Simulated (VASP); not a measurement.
Wanted: the native input for a VASP 6.6.1 run.

| Item | Value |
| --- | --- |
| Task | single point |
| Functional | PBE |
| Potentials or basis | VASP PAW PBE potentials, release 64 (Pb_d, Se) |
| Cutoff | 520 eV |
| k mesh | 6 × 6 × 4 |
| Occupations | gaussian, width 0.01 eV |
| Spin | no spin polarisation |
| Dipole correction | no |
| Further INCAR settings | ALGO = Normal; EDIFF = 1e-06; NBANDS = 28 |

The structure of PbSe lies in POSCAR:

```
PbSe
1.0
    5.1549978172      0.0000000000      0.0000000000
   -2.5774989086      4.4643590661      0.0000000000
    0.0000000000      0.0000000000      6.2002980116
Pb Se
2 2
Direct
    0.3333333333      0.6666666667     -0.0648560059
    0.6666666667      0.3333333333      0.4351439941
    0.3333333333      0.6666666667      0.4398560059
    0.6666666667      0.3333333333      0.9398560059
```

One way to write it, as run:

INCAR

```
ALGO = Normal ; EDIFF = 1E-6
ENCUT = 520 ; GGA = PE
ISIF = 2 ; ISMEAR = 0
LASPH = T ; LCHARG = F
LREAL = F ; LWAVE = F
NBANDS = 28 ; NELM = 100
PREC = Accurate ; SIGMA = 0.01
```

KPOINTS

```
k-points
0
Gamma
  6 6 4
```

Potentials or basis: VASP PAW PBE potentials, release 64 (Pb_d, Se).

Run with:

```console
$ cat potpaw_PBE.64/Pb_d/POTCAR potpaw_PBE.64/Se/POTCAR > POTCAR
$ mpirun -np 1 vasp_std > vasp.out
```

Results of the run:

```
Pressure               : 1.2 GPa
Largest force          : 0.010 eV/Å
Band gap on the k mesh : 1.15 eV
```

Caveat: spin-orbit coupling is left out, which moves the levels of the heavy elements.

Run time: 90 s on 1 thread of AMD EPYC 7R43 64-Core Processor (Zen 3) (shared host), peak memory 0.26 GiB.
